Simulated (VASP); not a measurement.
# Al (P6_3/mmc) in VASP: notebook

Runs on Al. Level: PBEsol. Tasks: single point.

Everything below comes from runs of VASP 6.6.1. Logs are shortened: lines on timing, memory, paths and dates and some standing lists are left out, and cuts for length are marked.

## (1) The cell of the first run

The structure is hexagonal, space group P6_3/mmc (No. 194). The conventional cell has a = 2.847 Å, b = 2.847 Å, c = 9.248 Å, α = 90.00°, β = 90.00°, γ = 120.00°. Al (site symmetry -3m) has 12 Al at 2.84 to 2.85 Å within 3.7 Å. Al (site symmetry -6m2) has 12 Al at 2.84 to 2.85 Å within 3.7 Å.

This isn't the form of Al at room conditions, which is fcc.

## (2) Single point, PBEsol

The input, INCAR:

```
ALGO = Normal ; EDIFF = 1E-6
ENCUT = 500 ; GGA = PS
GGA_COMPAT = False ; ISIF = 2
ISMEAR = 0 ; LASPH = True
LCHARG = False ; LREAL = False
LWAVE = False ; NBANDS = 14
NELM = 120 ; PREC = Accurate
SIGMA = 0.1
```

The input, KPOINTS:

```
k-points
0
Gamma
  30 30 10
```

The input, POSCAR:

```
Al
1.0
    2.8473180128      0.0000000000      0.0000000000
   -1.4236590064      2.4658497317      0.0000000000
    0.0000000000      0.0000000000      9.2481525527
Al
4
Direct
    0.0000000000      0.0000000000      0.0000000000
    0.3333333333      0.6666666667      0.2500000000
    0.0000000000      0.0000000000      0.5000000000
    0.6666666667      0.3333333333      0.7500000000
```

Potentials or basis: VASP PAW PBE potentials, release 64 (Al).

The run is started by

```console
> cat potpaw_PBE.64/Al/POTCAR > POTCAR
> mpirun -np 1 vasp_std > vasp.out
```

OUTCAR:

```text
EDIFF = 1E-6
   ENCUT = 500
   GGA = PS
   ISIF = 2
   ISMEAR = 0
   LASPH = True
   LREAL = False
   NELM = 120
   PREC = Accurate

 ion  position               nearest neighbor table
   1  0.000  0.000  0.000-   2 2.84   4 2.84   2 2.84   4 2.84   4 2.84   2 2.84
   2  0.333  0.667  0.250-   1 2.84   3 2.84   1 2.84   3 2.84   1 2.84   3 2.84
   3  0.000  0.000  0.500-   2 2.84   4 2.84   2 2.84   4 2.84   4 2.84   2 2.84
   4  0.667  0.333  0.750-   1 2.84   3 2.84   1 2.84   3 2.84   1 2.84   3 2.84

  LATTYP: Found a hexagonal cell.
 ALAT       =     2.8473180128
 C/A-ratio  =     3.2480223534

  Lattice vectors:

 A1 = (   2.8473180128,   0.0000000000,   0.0000000000)
 A2 = (  -1.4236590064,   2.4658497317,   0.0000000000)
 A3 = (   0.0000000000,   0.0000000000,   9.2481525527)

Analysis of symmetry for initial positions (statically):
=====================================================================
 Subroutine PRICEL returns:
 Original cell was already a primitive cell.

 Routine SETGRP: Setting up the symmetry group for a
 hexagonal supercell.

 Subroutine GETGRP returns: Found 24 space group operations
 (whereof 12 operations were pure point group operations)
 out of a pool of 24 trial point group operations.

The static configuration has the point symmetry D_3d.
 The point group associated with its full space group is D_6h.

Analysis of symmetry for dynamics (positions and initial velocities):
=====================================================================
 Subroutine PRICEL returns:
 Original cell was already a primitive cell.

 Routine SETGRP: Setting up the symmetry group for a
 hexagonal supercell.

 Subroutine GETGRP returns: Found 24 space group operations
 (whereof 12 operations were pure point group operations)
 out of a pool of 24 trial point group operations.

The dynamic configuration has the point symmetry D_3d.
 The point group associated with its full space group is D_6h.

 Subroutine INISYM returns: Found 24 space group operations
 (whereof 12 operations are pure point group operations),
 and found     1 'primitive' translations

----------------------------------------------------------------------------------------

                                     Primitive cell

  volume of cell :      64.9318

  direct lattice vectors                    reciprocal lattice vectors
     2.847318013  0.000000000  0.000000000     0.351207696  0.202769858  0.000000000
    -1.423659006  2.465849732  0.000000000     0.000000000  0.405539716  0.000000000
     0.000000000  0.000000000  9.248152553     0.000000000  0.000000000  0.108129704

  length of vectors
     2.847318013  2.847318013  9.248152553     0.405539716  0.405539716  0.108129704

  position of ions in fractional coordinates (direct lattice)
     0.000000000  0.000000000  0.000000000
     0.333333333  0.666666667  0.250000000
     0.000000000  0.000000000  0.500000000
     0.666666667  0.333333333  0.750000000

  ion indices of the primitive-cell ions
   primitive index   ion index
                 1           1
                 2           2
                 3           3
                 4           4

----------------------------------------------------------------------------------------

 KPOINTS: k-points

Automatic generation of k-mesh.
 Grid dimensions read from file:
 generate k-points for:   30   30   10

 Generating k-lattice:

  Cartesian coordinates                     Fractional coordinates (reciprocal lattice)
     0.011706923  0.006758995  0.000000000     0.033333333  0.000000000  0.000000000
     0.000000000  0.013517991  0.000000000     0.000000000  0.033333333  0.000000000
     0.000000000  0.000000000  0.010812970     0.000000000  0.000000000  0.100000000

  Length of vectors
     0.013517991  0.013517991  0.010812970

  Shift w.r.t. Gamma in fractional coordinates (k-lattice)
     0.000000000  0.000000000  0.000000000

 Subroutine IBZKPT returns following result:
 ===========================================

 Found    546 irreducible k-points:

 Following reciprocal coordinates:
            Coordinates               Weight
  0.000000  0.000000  0.000000      1.000000
  0.033333 -0.000000  0.000000      6.000000
  0.066667 -0.000000  0.000000      6.000000
  0.100000 -0.000000  0.000000      6.000000
  0.133333 -0.000000  0.000000      6.000000
  0.166667 -0.000000  0.000000      6.000000
[... 16 lines left out ...]
  0.233333  0.033333  0.000000     12.000000
  0.266667  0.033333  0.000000     12.000000
 [... further k-points ...]
   k-points           NKPTS =    546   k-points in BZ     NKDIM =    546   number of bands    NBANDS=     14
   number of dos      NEDOS =    301   number of ions     NIONS =      4
   total plane-waves  NPLWV =  40320
   dimension x,y,z NGX =    24 NGY =   24 NGZ =   70
   dimension x,y,z NGXF=    48 NGYF=   48 NGZF=  140
   ions per type =               4
   NGX,Y,Z   is equivalent  to a cutoff of  14.01, 14.01, 12.58 a.u.
   NGXF,Y,Z  is equivalent  to a cutoff of  28.03, 28.03, 25.17 a.u.
 SYSTEM =  unknown system
   PREC   = accura    normal or accurate (medium, high low for compatibility)
   ISTART =      0    job   : 0-new  1-cont  2-samecut
   ICHARG =      2    charge: 1-file 2-atom 10-const
   ISPIN  =      1    spin polarized calculation?
   LNONCOLLINEAR =      F non collinear calculations
   LSORBIT =      F    spin-orbit coupling
   LASPH  =      T    aspherical Exc in radial PAW
   ENCUT  =  500.0 eV  36.75 Ry    6.06 a.u.   5.19  5.19 16.86*2*pi/ulx,y,z
   NELM   =    120;   NELMIN=  2; NELMDL= -5     # of ELM steps
   EDIFF  = 0.1E-05   stopping-criterion for ELM
   LREAL  =      F    real-space projection
   EDIFFG = 0.1E-04   stopping-criterion for IOM
   NSW    =      0    number of steps for IOM
   IBRION =     -1    ionic relax: 0-MD 1-quasi-New 2-CG
   NFREE  =      0    steps in history (QN), initial steepest desc. (CG)
   ISIF   =      2    stress and relaxation
   ISYM   =      2    0-nonsym 1-usesym 2-fastsym
   POTIM  = 0.5000    time-step for ionic-motion
   TEBEG  =    0.0;   TEEND  =   0.0 temperature during run
   PSTRESS=    0.0 pullay stress
   NELECT =      12.0000    total number of electrons
   NUPDOWN=      -1.0000    fix difference up-down
   EMIN   =  10.00;   EMAX   =-10.00  energy-range for DOS
   EFERMI =   0.00;   METHOD = LEGACY
   ISMEAR =     0;   SIGMA  =   0.10  broadening in eV -4-tet -1-fermi 0-gaus
   EFERMI_NEDOS =   21; number of points for ismear=-14 and -15
   IALGO  =     38    algorithm
   IMIX   =      4    mixing-type and parameters
     AMIX     =   0.40;   BMIX     =  1.00
     AMIX_MAG =   1.60;   BMIX_MAG =  1.00
  volume/ion in A,a.u.               =      16.23       109.55
  Fermi-wavevector in a.u.,A,eV,Ry     =   0.932501  1.762172 11.831061  0.869558
  Thomas-Fermi vector in A             =   2.059105
   LORBIT       =      0    0 simple, 1 ext, 2 COOP (PROOUT), +10 PAW based schemes
   GGA     = PS    functional components
   LHFCALC =     F    Hartree Fock is set to
   AEXX    =    0.0000 exact exchange contribution
   IVDW    =     0    specifies the selected vdW correction
   LEPSILON=     F    determine dielectric tensor
   LRPA    =     F    only Hartree local field effects (RPA)
 non-spin polarized calculation
 Gauss-broadening in eV      SIGMA  =   0.10
  energy-cutoff  :      500.00
  volume of cell :       64.93
 maximum number of plane-waves:      1667
 NGX is ok and might be reduce to    24

 number of electron      12.0000000 magnetization

 Free energy of the ion-electron system (eV)
  ---------------------------------------------------
  ext. energy  EPLUGINS =         0.00000000
  ---------------------------------------------------
  free energy    TOTEN  =       -16.31933338 eV

  energy without entropy =      -16.31215043  energy(sigma->0) =      -16.31574191

 E-fermi :   8.1255     XC(G=0): -10.3171

 val. band max:        8.1241855566   @ k =   0.5000  -0.0000   0.2000
 cond. band min:       8.1297361547   @ k =   0.2667   0.1333   0.4000
 fundamental gap:      0.0055505982
 Fermi energy:         8.1254634841

 k-point     1 :       0.0000    0.0000    0.0000
  band No.  band energies     occupation
      1      -3.1236      2.00000
      2      -1.4049      2.00000
      3      -1.4026      2.00000
      4       3.4919      2.00000
      5       3.7896      2.00000
      6      11.6866      0.00000
      7      11.6994      0.00000
      8      18.8052      0.00000
      9      18.8052      0.00000
     10      18.9906      0.00000
     11      18.9906      0.00000
     12      19.9734      0.00000
     13      19.9758      0.00000
     14      20.1605      0.00000

 k-point     2 :       0.0333   -0.0000    0.0000
  band No.  band energies     occupation
      1      -3.0965      2.00000
      2      -1.3782      2.00000
      3      -1.3759      2.00000
      4       3.5169      2.00000
      5       3.8160      2.00000
      6      11.7081      0.00000
      7      11.7219      0.00000
      8      17.9682      0.00000
      9      18.2253      0.00000
     10      19.2052      0.00000
     11      19.3674      0.00000
     12      19.4021      0.00000
     13      19.4972      0.00000
     14      19.7124      0.00000

 k-point     3 :       0.0667   -0.0000    0.0000
  band No.  band energies     occupation
      1      -3.0154      2.00000
      2      -1.2981      2.00000
      3      -1.2958      2.00000
      4       3.5919      2.00000
      5       3.8951      2.00000
      6      11.7713      0.00000
      7      11.7885      0.00000
      8      16.8077      0.00000
      9      17.6049      0.00000
     10      18.1873      0.00000
     11      18.2693      0.00000
     12      19.0268      0.00000
     13      19.0276      0.00000
     14      19.0542      0.00000
[... 324 lines left out ...]
 k-point    23 :       0.2333    0.0333    0.0000
  band No.  band energies     occupation
      1      -1.5909      2.00000
      2       0.1091      2.00000
      3       0.1103      2.00000
      4       4.9141      2.00000
      5       5.2568      2.00000
      6      10.0568      0.00000
      7      11.4887      0.00000
      8      11.6755      0.00000
      9      13.1071      0.00000
     10      13.2688      0.00000
     11      14.4739      0.00000
     12      15.8379      0.00000
     13      15.8414      0.00000
     14      16.3106      0.00000

 k-point    24 :       0.2667    0.0333    0.0000
  band No.  band energies     occupation
      1      -1.1638      2.00000
      2       0.5309      2.00000
      3       0.5317      2.00000
      4       5.3115      2.00000
      5       5.6439      2.00000
      6       9.0048      0.00000
      7      10.4928      0.00000
      8      10.5985      0.00000
      9      13.3592      0.00000
     10      13.5276      0.00000
     11      14.1568      0.00000
     12      15.0126      0.00000
     13      15.2287      0.00000
     14      15.7805      0.00000

 [... further k-points ...]
[... 5 lines left out ...]
  --------------------------------------------------------------------------------------
  -------------------------------------------------------------------------------------
  Total       -0.0841545     -0.0841545      0.2298971      0.0000000      0.0000000      0.0000000
  in kB       -2.0764932     -2.0764932      5.6726572      0.0000000      0.0000000      0.0000000
  external PRESSURE =       0.5065569 kB  Pullay stress =       0.0000000 kB

 VOLUME and BASIS-vectors are now :
 -----------------------------------------------------------------------------
  energy-cutoff  :      500.00
  volume of cell :       64.93
      direct lattice vectors                 reciprocal lattice vectors
     2.847318013  0.000000000  0.000000000     0.351207696  0.202769858  0.000000000
    -1.423659006  2.465849732  0.000000000     0.000000000  0.405539716  0.000000000
     0.000000000  0.000000000  9.248152553     0.000000000  0.000000000  0.108129704

 POSITION                                       TOTAL-FORCE (eV/Angst)
 -----------------------------------------------------------------------------------
      0.00000      0.00000      0.00000        -0.000000      0.000000      0.000000
     -0.00000      1.64390      2.31204        -0.000000     -0.000000      0.000000
      0.00000      0.00000      4.62408         0.000000      0.000000      0.000000
      1.42366      0.82195      6.93611         0.000000     -0.000000     -0.000000
 -----------------------------------------------------------------------------------
    total drift:                               -0.000000      0.000000      0.000000

  FREE ENERGIE OF THE ION-ELECTRON SYSTEM (eV)
  ---------------------------------------------------
  free  energy   TOTEN  =       -16.3193333849 eV

  energy  without entropy=      -16.3121504282  energy(sigma->0) =      -16.31574191
```

It took 5.5 min on 1 thread of Intel Xeon Platinum 8488C (Sapphire Rapids), shared host; peak memory 0.44 GiB.

What came out:

- Free energy: -16.3193 eV
- Pressure: 0.1 GPa
- Band gap on the k mesh: zero (bands 6 and 7 overlap by 5.81 eV)

Caveat: the PAW data sets were made with another functional, which shifts forces and pressure a little.

## (3) Single point, PBEsol

This run uses another cell than the first one: it holds 6 atoms, not 4.

The input, INCAR:

```
SYSTEM = Al
ALGO     = Normal         ! electronic algorithm
EDIFF    = 1E-6           ! SCF threshold, eV
ENCUT    = 500            ! plane-wave cutoff, eV
GGA      = PS             ! functional
GGA_COMPAT= .FALSE.      
ISIF     = 2              ! what is computed and relaxed
ISMEAR   = 0              ! smearing method
LASPH    = .TRUE.         ! aspherical terms in the spheres
LCHARG   = .FALSE.        ! write CHGCAR
LREAL    = .FALSE.        ! projectors in reciprocal space
LWAVE    = .FALSE.        ! write WAVECAR
NBANDS   = 18             ! bands
NELM     = 120            ! most SCF steps
PREC     = Accurate       ! precision mode
SIGMA    = 0.1            ! smearing width, eV
```

The input, KPOINTS:

```
k-points
0
G
  30 30 8
  0 0 0
```

The input, POSCAR:

```
Al
1.0
    2.8339686961      0.0000000000      0.0000000000
   -1.4169843481      2.4542888844      0.0000000000
    0.0000000000      0.0000000000     13.9998893049
Al
6
Direct
    0.0000000000      0.0000000000      0.0000000000
    0.3333333333      0.6666666667      0.1674278502
    0.6666666667      0.3333333333      0.3325721498
    0.0000000000      0.0000000000      0.5000000000
    0.6666666667      0.3333333333      0.6674278502
    0.3333333333      0.6666666667      0.8325721498
```

Potentials or basis: VASP PAW PBE potentials, release 64 (Al).

The run is started by

```console
> cat potpaw_PBE.64/Al/POTCAR > POTCAR
> mpirun -np 1 vasp_std > vasp.out
```

OUTCAR:

```text
SYSTEM = Al
   EDIFF = 1E-6
   ENCUT = 500
   GGA = PS
   ISIF = 2
   ISMEAR = 0
   LASPH = .TRUE.
   LREAL = .FALSE.
   NELM = 120
   PREC = Accurate

 ion  position               nearest neighbor table
   1  0.000  0.000  0.000-   2 2.86   6 2.86   2 2.86   6 2.86   2 2.86   6 2.86
   2  0.333  0.667  0.167-   3 2.83   3 2.83   3 2.83   1 2.86   1 2.86   1 2.86
   3  0.667  0.333  0.333-   2 2.83   2 2.83   2 2.83   4 2.86   4 2.86   4 2.86
   4  0.000  0.000  0.500-   3 2.86   5 2.86   3 2.86   5 2.86   3 2.86   5 2.86
   5  0.667  0.333  0.667-   6 2.83   6 2.83   6 2.83   4 2.86   4 2.86   4 2.86
   6  0.333  0.667  0.833-   5 2.83   5 2.83   5 2.83   1 2.86   1 2.86   1 2.86

  LATTYP: Found a hexagonal cell.
 ALAT       =     2.8339686961
 C/A-ratio  =     4.9400296214

  Lattice vectors:

 A1 = (   2.8339686961,   0.0000000000,   0.0000000000)
 A2 = (  -1.4169843481,   2.4542888844,   0.0000000000)
 A3 = (   0.0000000000,   0.0000000000,  13.9998893049)

Analysis of symmetry for initial positions (statically):
=====================================================================
 Subroutine PRICEL returns:
 Original cell was already a primitive cell.

[... 180 lines left out ...]
 E-fermi :   8.1090     XC(G=0): -10.3175

 val. band max:        8.1087851906   @ k =   0.3000   0.0667   0.1250
 cond. band min:       8.1128471445   @ k =   0.3333   0.1000   0.2500
 fundamental gap:      0.0040619539
 Fermi energy:         8.1089513675

 k-point     1 :       0.0000    0.0000    0.0000
  band No.  band energies     occupation
      1      -3.1229      2.00000
      2      -2.4015      2.00000
      3      -2.3372      2.00000
      4      -0.1559      2.00000
      5      -0.1116      2.00000
      6       3.4189      2.00000
[... 481 lines left out ...]
      5       1.8231      2.00000
      6       5.2572      2.00000
[... 10 lines left out ...]
     17      14.8300      0.00000
     18      15.2423      0.00000

 [... further k-points ...]
[... 5 lines left out ...]
  --------------------------------------------------------------------------------------
  -------------------------------------------------------------------------------------
  Total        0.0716168      0.0716168     -0.0179218     -0.0000000      0.0000000     -0.0000000
  in kB        1.1783664      1.1783664     -0.2948815     -0.0000000      0.0000000     -0.0000000
  external PRESSURE =       0.6872838 kB  Pullay stress =       0.0000000 kB

 VOLUME and BASIS-vectors are now :
 -----------------------------------------------------------------------------
  energy-cutoff  :      500.00
  volume of cell :       97.37
      direct lattice vectors                 reciprocal lattice vectors
     2.833968696  0.000000000  0.000000000     0.352862049  0.203724999  0.000000000
    -1.416984348  2.454288884  0.000000000     0.000000000  0.407449998  0.000000000
     0.000000000  0.000000000 13.999889305     0.000000000  0.000000000  0.071429136

 POSITION                                       TOTAL-FORCE (eV/Angst)
 -----------------------------------------------------------------------------------
      0.00000      0.00000      0.00000        -0.000000     -0.000000      0.000000
     -0.00000      1.63619      2.34397         0.000000     -0.000000     -0.009518
      1.41698      0.81810      4.65597        -0.000000     -0.000000      0.009518
      0.00000      0.00000      6.99994         0.000000     -0.000000      0.000000
      1.41698      0.81810      9.34392        -0.000000      0.000000     -0.009518
     -0.00000      1.63619     11.65592         0.000000      0.000000      0.009518
 -----------------------------------------------------------------------------------
    total drift:                                0.000000     -0.000000     -0.000000

  FREE ENERGIE OF THE ION-ELECTRON SYSTEM (eV)
  ---------------------------------------------------
  free  energy   TOTEN  =       -24.5112294422 eV

  energy  without entropy=      -24.4982790883  energy(sigma->0) =      -24.50475427
```

Wall time 9.5 min (1 thread of Intel Xeon Platinum 8488C (Sapphire Rapids), shared host); peak memory 0.62 GiB.

Results:

| Quantity | Value |
| --- | --- |
| Free energy | -24.5112 eV |
| Pressure | 0.1 GPa |
| Largest force | 0.010 eV/Å |
| Band gap on the k mesh | zero (bands 9 and 10 overlap by 5.87 eV) |

Forces in eV/Å, atoms in the order of the input:
```
Al   0.000  0.000  0.000
Al   0.000  0.000 -0.010
Al   0.000  0.000  0.010
Al   0.000  0.000  0.000
Al   0.000  0.000 -0.010
Al   0.000  0.000  0.010
```

Levels at points of the mesh, in eV from the Fermi level:
```tsv
k point	band 6	band 7	band 8	band 9	band 10	band 11	band 12	band 13
(0.00, 0.00, 0.00)	-4.69	-4.49	0.37	0.40	6.52	6.52	10.99	10.99
(0.50, 0.00, 0.00)	-4.43	-2.64	-2.61	-1.98	-1.96	1.05	1.07	1.45
(0.00, 0.00, 0.50)	-6.59	-2.26	-2.26	3.33	3.33	9.86	9.86	11.10
(0.50, 0.00, 0.50)	-3.85	-3.37	-3.37	-0.91	-0.91	-0.42	-0.42	3.33
```

Caveat: the PAW data sets were made with another functional, which shifts forces and pressure a little.
